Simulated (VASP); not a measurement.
# RbBr (P6_3/mmc) in VASP: a series of runs

Aim: see how the results for RbBr move with the level of theory and the settings. Levels: PBE, HSE06, PBE-based screened hybrid. Tasks: single point.

Everything below comes from runs of VASP 6.6.1. Logs are shortened: lines on timing, memory, paths and dates and some standing lists are left out, and cuts for length are marked.

### 1 The cell of the first run

It takes space group P6_3/mmc (No. 194, hexagonal). The conventional cell has a = 5.890 Å, b = 5.890 Å, c = 6.870 Å, α = 90.00°, β = 90.00°, γ = 120.00°. Within 4.5 Å of Rb (site symmetry -6m2) lie 5 Br at 3.40 to 3.43 Å. Br (site symmetry -6m2) has 5 Rb at 3.40 to 3.43 Å within 4.5 Å.

### 2 Single point, PBE

Input file INCAR:

```
ALGO = Normal
EDIFF = 1E-6
ENCUT = 520
GGA = PE
ISIF = 2
ISMEAR = 0
LASPH = True
LCHARG = True
LELF = True
LREAL = False
LVHAR = True
LWAVE = False
NBANDS = 24
NELM = 60
PREC = Accurate
SIGMA = 0.01
```

Input file KPOINTS:

```
k-points
0
Gamma
  6 6 4
```

Input file POSCAR:

```
RbBr
1.0
    5.8899870995      0.0000000000      0.0000000000
   -2.9449935497      5.1008784561      0.0000000000
    0.0000000000      0.0000000000      6.8697847830
Rb Br
2 2
Direct
    0.3333333333      0.6666666667      0.2500000000
    0.6666666667      0.3333333333      0.7500000000
    0.6666666667      0.3333333333      0.2500000000
    0.3333333333      0.6666666667      0.7500000000
```

Potentials or basis: VASP PAW PBE potentials, release 64 (Rb_sv, Br).

Run with:

```
$ cat potpaw_PBE.64/Rb_sv/POTCAR potpaw_PBE.64/Br/POTCAR > POTCAR
$ mpirun -np 1 vasp_std > vasp.out
```

OUTCAR:

```text
EDIFF = 1E-6
   ENCUT = 520
   GGA = PE
   ISIF = 2
   ISMEAR = 0
   LASPH = True
   LREAL = False
   NELM = 60
   PREC = Accurate

 ion  position               nearest neighbor table
   1  0.333  0.667  0.250-   3 3.40   3 3.40   3 3.40   4 3.43   4 3.43   2 4.83   2 4.83   2 4.83
                             2 4.83   2 4.83   2 4.83
   2  0.667  0.333  0.750-   4 3.40   4 3.40   4 3.40   3 3.43   3 3.43   1 4.83   1 4.83   1 4.83
                             1 4.83   1 4.83   1 4.83
   3  0.667  0.333  0.250-   1 3.40   1 3.40   1 3.40   2 3.43   2 3.43
   4  0.333  0.667  0.750-   2 3.40   2 3.40   2 3.40   1 3.43   1 3.43

  LATTYP: Found a hexagonal cell.
 ALAT       =     5.8899870995
 C/A-ratio  =     1.1663497164

  Lattice vectors:

 A1 = (   5.8899870995,   0.0000000000,   0.0000000000)
 A2 = (  -2.9449935497,   5.1008784561,   0.0000000000)
 A3 = (   0.0000000000,   0.0000000000,   6.8697847830)

Analysis of symmetry for initial positions (statically):
=====================================================================
 Subroutine PRICEL returns:
 Original cell was already a primitive cell.

 Routine SETGRP: Setting up the symmetry group for a
 hexagonal supercell.

 Subroutine GETGRP returns: Found 24 space group operations
 (whereof 12 operations were pure point group operations)
 out of a pool of 24 trial point group operations.

The static configuration has the point symmetry D_3d.
 The point group associated with its full space group is D_6h.

Analysis of symmetry for dynamics (positions and initial velocities):
=====================================================================
 Subroutine PRICEL returns:
 Original cell was already a primitive cell.

 Routine SETGRP: Setting up the symmetry group for a
 hexagonal supercell.

 Subroutine GETGRP returns: Found 24 space group operations
 (whereof 12 operations were pure point group operations)
 out of a pool of 24 trial point group operations.

The dynamic configuration has the point symmetry D_3d.
 The point group associated with its full space group is D_6h.

 Subroutine INISYM returns: Found 24 space group operations
 (whereof 12 operations are pure point group operations),
 and found     1 'primitive' translations

----------------------------------------------------------------------------------------

                                     Primitive cell

  volume of cell :     206.3966

  direct lattice vectors                    reciprocal lattice vectors
     5.889987099  0.000000000  0.000000000     0.169779659  0.098022332  0.000000000
    -2.944993550  5.100878456  0.000000000     0.000000000  0.196044663  0.000000000
     0.000000000  0.000000000  6.869784783     0.000000000  0.000000000  0.145564968

  length of vectors
     5.889987099  5.889987099  6.869784783     0.196044663  0.196044663  0.145564968

  position of ions in fractional coordinates (direct lattice)
     0.333333333  0.666666667  0.250000000
     0.666666667  0.333333333  0.750000000
     0.666666667  0.333333333  0.250000000
     0.333333333  0.666666667  0.750000000

  ion indices of the primitive-cell ions
   primitive index   ion index
                 1           1
                 2           2
                 3           3
                 4           4

----------------------------------------------------------------------------------------

 KPOINTS: k-points

Automatic generation of k-mesh.
 Grid dimensions read from file:
 generate k-points for:    6    6    4

 Generating k-lattice:

  Cartesian coordinates                     Fractional coordinates (reciprocal lattice)
     0.028296610  0.016337055  0.000000000     0.166666667 -0.000000000  0.000000000
     0.000000000  0.032674111  0.000000000     0.000000000  0.166666667  0.000000000
     0.000000000  0.000000000  0.036391242     0.000000000  0.000000000  0.250000000

  Length of vectors
     0.032674111  0.032674111  0.036391242

  Shift w.r.t. Gamma in fractional coordinates (k-lattice)
     0.000000000  0.000000000  0.000000000

 Subroutine IBZKPT returns following result:
 ===========================================

 Found     21 irreducible k-points:

 Following reciprocal coordinates:
            Coordinates               Weight
  0.000000  0.000000  0.000000      1.000000
  0.166667  0.000000  0.000000      6.000000
  0.333333  0.000000  0.000000      6.000000
  0.500000  0.000000  0.000000      3.000000
  0.166667  0.166667  0.000000      6.000000
  0.333333  0.166667  0.000000     12.000000
[... 13 lines left out ...]
  0.333333  0.166667  0.500000     12.000000
  0.333333  0.333333  0.500000      2.000000
   k-points           NKPTS =     21   k-points in BZ     NKDIM =     21   number of bands    NBANDS=     24
   number of dos      NEDOS =    301   number of ions     NIONS =      4
   total plane-waves  NPLWV = 124416
   dimension x,y,z NGX =    48 NGY =   48 NGZ =   54
   dimension x,y,z NGXF=    96 NGYF=   96 NGZF=  108
   ions per type =               2   2
   NGX,Y,Z   is equivalent  to a cutoff of  13.55, 13.55, 13.07 a.u.
   NGXF,Y,Z  is equivalent  to a cutoff of  27.10, 27.10, 26.14 a.u.
 SYSTEM =  unknown system
   PREC   = accura    normal or accurate (medium, high low for compatibility)
   ISTART =      0    job   : 0-new  1-cont  2-samecut
   ICHARG =      2    charge: 1-file 2-atom 10-const
   ISPIN  =      1    spin polarized calculation?
   LNONCOLLINEAR =      F non collinear calculations
   LSORBIT =      F    spin-orbit coupling
   LASPH  =      T    aspherical Exc in radial PAW
   ENCUT  =  520.0 eV  38.22 Ry    6.18 a.u.  10.95 10.95 12.77*2*pi/ulx,y,z
   NELM   =     60;   NELMIN=  2; NELMDL= -5     # of ELM steps
   EDIFF  = 0.1E-05   stopping-criterion for ELM
   LREAL  =      F    real-space projection
[... 7 lines left out ...]
   TEBEG  =    0.0;   TEEND  =   0.0 temperature during run
   PSTRESS=    0.0 pullay stress
   NELECT =      32.0000    total number of electrons
   NUPDOWN=      -1.0000    fix difference up-down
   EMIN   =  10.00;   EMAX   =-10.00  energy-range for DOS
   EFERMI =   0.00;   METHOD = LEGACY
   ISMEAR =     0;   SIGMA  =   0.01  broadening in eV -4-tet -1-fermi 0-gaus
   EFERMI_NEDOS =   21; number of points for ismear=-14 and -15
   IALGO  =     38    algorithm
   IMIX   =      4    mixing-type and parameters
     AMIX     =   0.40;   BMIX     =  1.00
     AMIX_MAG =   1.60;   BMIX_MAG =  1.00
  volume/ion in A,a.u.               =      51.60       348.21
  Fermi-wavevector in a.u.,A,eV,Ry     =   0.879476  1.661969 10.523808  0.773478
  Thomas-Fermi vector in A             =   1.999705
   LORBIT       =      0    0 simple, 1 ext, 2 COOP (PROOUT), +10 PAW based schemes
   GGA     = PE    functional components
   LHFCALC =     F    Hartree Fock is set to
   AEXX    =    0.0000 exact exchange contribution
   IVDW    =     0    specifies the selected vdW correction
   LEPSILON=     F    determine dielectric tensor
   LRPA    =     F    only Hartree local field effects (RPA)
 non-spin polarized calculation
 Gauss-broadening in eV      SIGMA  =   0.01
  energy-cutoff  :      520.00
  volume of cell :      206.40
 maximum number of plane-waves:      5580
 NGX is ok and might be reduce to    48
   NGX = 21   NGY = 21   NGZ = 25

 number of electron      31.9999998 magnetization

 Free energy of the ion-electron system (eV)
  ---------------------------------------------------
  ext. energy  EPLUGINS =         0.00000000
  ---------------------------------------------------
  free energy    TOTEN  =       -12.06149625 eV

  energy without entropy =      -12.06149625  energy(sigma->0) =      -12.06149625

 E-fermi :  -2.5236     XC(G=0):  -6.1370

 val. band max:       -2.5934129656   @ k =   0.0000   0.0000   0.0000
 cond. band min:       1.4692682453   @ k =   0.0000   0.0000   0.0000
 fundamental gap:      4.0626812109
 Fermi energy:        -2.5236032266

 k-point     1 :       0.0000    0.0000    0.0000
  band No.  band energies     occupation
      1     -27.2135      2.00000
      2     -27.2043      2.00000
      3     -14.7116      2.00000
      4     -14.6696      2.00000
      5     -11.4187      2.00000
      6     -11.3720      2.00000
[... 16 lines left out ...]
     23       5.4375      0.00000
     24       5.8288      0.00000

 k-point     2 :       0.1667    0.0000    0.0000
  band No.  band energies     occupation
      1     -27.2128      2.00000
      2     -27.2047      2.00000
      3     -14.7182      2.00000
      4     -14.6814      2.00000
      5     -11.4100      2.00000
      6     -11.3770      2.00000
[... 16 lines left out ...]
     23       5.4483      0.00000
     24       5.5891      0.00000

 k-point     3 :       0.3333    0.0000    0.0000
  band No.  band energies     occupation
      1     -27.2110      2.00000
      2     -27.2057      2.00000
      3     -14.7298      2.00000
      4     -14.7062      2.00000
      5     -11.3877      2.00000
      6     -11.3864      2.00000
[... 16 lines left out ...]
     23       5.4565      0.00000
     24       5.6574      0.00000

 k-point     4 :       0.5000    0.0000    0.0000
  band No.  band energies     occupation
      1     -27.2098      2.00000
      2     -27.2067      2.00000
      3     -14.7336      2.00000
      4     -14.7204      2.00000
      5     -11.3908      2.00000
      6     -11.3702      2.00000
[... 16 lines left out ...]
     23       5.4609      0.00000
     24       5.9269      0.00000

 k-point     5 :       0.1667    0.1667    0.0000
  band No.  band energies     occupation
      1     -27.2115      2.00000
      2     -27.2054      2.00000
      3     -14.7272      2.00000
      4     -14.6998      2.00000
      5     -11.3942      2.00000
      6     -11.3869      2.00000
[... 370 lines left out ...]
 k-point    19 :       0.1667    0.1667    0.5000
  band No.  band energies     occupation
      1     -27.2084      2.00000
      2     -27.2084      2.00000
      3     -14.7423      2.00000
      4     -14.7423      2.00000
      5     -11.3528      2.00000
      6     -11.3528      2.00000
[... 16 lines left out ...]
     23       5.7334      0.00000
     24       5.7334      0.00000

 k-point    20 :       0.3333    0.1667    0.5000
  band No.  band energies     occupation
      1     -27.2081      2.00000
      2     -27.2081      2.00000
      3     -14.7555      2.00000
      4     -14.7555      2.00000
      5     -11.3593      2.00000
      6     -11.3593      2.00000
[... 16 lines left out ...]
     23       5.5334      0.00000
     24       5.5334      0.00000

 k-point    21 :       0.3333    0.3333    0.5000
  band No.  band energies     occupation
      1     -27.2080      2.00000
      2     -27.2080      2.00000
      3     -14.7598      2.00000
      4     -14.7598      2.00000
      5     -11.3648      2.00000
      6     -11.3648      2.00000
[... 16 lines left out ...]
     23       5.4251      0.00000
     24       5.4251      0.00000

------------------------ aborting loop because EDIFF is reached ----------------------------------------

  FORCE on cell =-STRESS in cart. coord.  units (eV):
  Direction    XX          YY          ZZ          XY          YZ          ZX
  --------------------------------------------------------------------------------------
  -------------------------------------------------------------------------------------
  Total        0.3532772      0.3532772      0.5267142      0.0000000     -0.0000000      0.0000000
  in kB        2.7423553      2.7423553      4.0886800      0.0000000     -0.0000000      0.0000000
  external PRESSURE =       3.1911302 kB  Pullay stress =       0.0000000 kB

 VOLUME and BASIS-vectors are now :
 -----------------------------------------------------------------------------
  energy-cutoff  :      520.00
  volume of cell :      206.40
      direct lattice vectors                 reciprocal lattice vectors
     5.889987099  0.000000000  0.000000000     0.169779659  0.098022332  0.000000000
    -2.944993550  5.100878456  0.000000000     0.000000000  0.196044663  0.000000000
     0.000000000  0.000000000  6.869784783     0.000000000  0.000000000  0.145564968

 POSITION                                       TOTAL-FORCE (eV/Angst)
 -----------------------------------------------------------------------------------
     -0.00000      3.40059      1.71745        -0.000000     -0.000000      0.000000
      2.94499      1.70029      5.15234         0.000000      0.000000      0.000000
      2.94499      1.70029      1.71745        -0.000000      0.000000      0.000000
     -0.00000      3.40059      5.15234         0.000000     -0.000000      0.000000
 -----------------------------------------------------------------------------------
    total drift:                               -0.000000      0.000000     -0.000000

  FREE ENERGIE OF THE ION-ELECTRON SYSTEM (eV)
  ---------------------------------------------------
  free  energy   TOTEN  =       -12.0614962489 eV

  energy  without entropy=      -12.0614962489  energy(sigma->0) =      -12.06149625
```

It took 72 s on 1 thread of Intel Xeon Platinum 8488C (Sapphire Rapids), shared host; peak memory 0.38 GiB.

Results:

| Quantity | Value |
| --- | --- |
| Free energy | -12.0615 eV |
| Pressure | 0.3 GPa |
| Band gap on the k mesh | 4.06 eV, direct |

Stress tensor (GPa, compression positive):
```
0.27 0.00 0.00
0.00 0.27 0.00
0.00 0.00 0.41
```

Levels at points of the mesh, in eV from the valence-band top:
| k point | band 14 | band 15 | band 16 | band 17 | band 18 | band 19 |
| --- | --- | --- | --- | --- | --- | --- |
| (0.00, 0.00, 0.00) | -0.27 | -0.27 | 0.00 | 4.06 | 6.83 | 7.08 |
| (0.50, 0.00, 0.00) | -0.27 | -0.15 | -0.12 | 5.78 | 6.16 | 6.38 |
| (0.00, 0.00, 0.50) | -0.33 | -0.33 | -0.33 | 5.21 | 5.21 | 8.33 |
| (0.50, 0.00, 0.50) | -0.27 | -0.25 | -0.25 | 6.14 | 6.14 | 7.43 |

A k mesh can miss the band edges. PBE gaps usually lie below the measured ones, often by a third to a half.

(Continued in part 2 of 2.)
